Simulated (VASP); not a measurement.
Here is a VASP 6.6.1 calculation.

File INCAR:

```
ALGO = Normal
EDIFF = 1E-6
ENCUT = 520
GGA = RE
ISIF = 2
ISMEAR = -1
LASPH = T
LCHARG = T
LELF = T
LREAL = F
LVHAR = T
LWAVE = F
NBANDS = 36
NELM = 100
PREC = Accurate
SIGMA = 0.1
```

Contents of KPOINTS:

```
k-points
0
Gamma
  15 15 4
```

Contents of POSCAR:

```
Ru
1.0
    2.6828190380      0.0000000000      0.0000000000
   -1.3414095190      2.3233894406      0.0000000000
    0.0000000000      0.0000000000      8.6127217697
Ru
4
Direct
    0.0000000000      0.0000000000      0.0000000000
    0.0000000000      1.0000000000      0.5000000000
    0.3333333333      0.6666666667      0.2500000000
    0.6666666667      0.3333333333      0.7500000000
```

Potentials or basis: VASP PAW PBE potentials, release 64 (Ru_pv).

The run is started by

```console
$ cat potpaw_PBE.64/Ru_pv/POTCAR > POTCAR
$ mpirun -np 1 vasp_std > vasp.out
```

(1) Estimate the pressure.

(2) Predict the band gap on the k mesh.

Results:

(1) 13.0 GPa.

(2) zero (bands 28 and 29 overlap by 2.86 eV).

Caveat: the cell stands under pressure; the PAW data sets were made with another functional, which shifts forces and pressure a little.
